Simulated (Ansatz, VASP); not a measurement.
Al2Cu: VASP beside Ansatz

```
Al Cu
1.0
     4.09827    0.00000    0.00000
     0.00000    4.09827    0.00000
     0.00000    0.00000    2.83828
Al Cu
2 1
Direct
  0.50000 0.00000 0.50000
  0.00000 0.50000 0.50000
  0.00000 0.00000 0.00000
```

Alike in both runs: functional r2SCAN; k mesh 14 × 14 × 20; occupations gaussian, width 0.1 eV; no spin polarisation.

Ansatz relaxed the structure, and its values are those at the end. VASP's run is a single point on that final structure, the one shown.

|  | VASP | Ansatz |
| --- | --- | --- |
| version | VASP 6.6.1 | Ansatz 0.2.0 |
| potentials or method | VASP PAW PBE potentials, release 64 (Al, Cu), cutoff 520 eV | scalar-relativistic, plane waves, PAW |
| valence electrons in the cell | 17 | 25 |

Ansatz gave:

```
gap on the k mesh at the Fermi level (eV) : none
pressure (GPa)                            : 0.0
```

Estimate VASP's values.

gap on the k mesh at the Fermi level (eV): none; pressure (GPa): -0.2.

VASP's potentials were made for PBE, not for r2SCAN. A gap of «none» marks a metal or a gap that the smearing closes. VASP's potentials hold 17 valence electrons a cell and Ansatz's 25, so a difference there can come from the potentials and not from the codes.
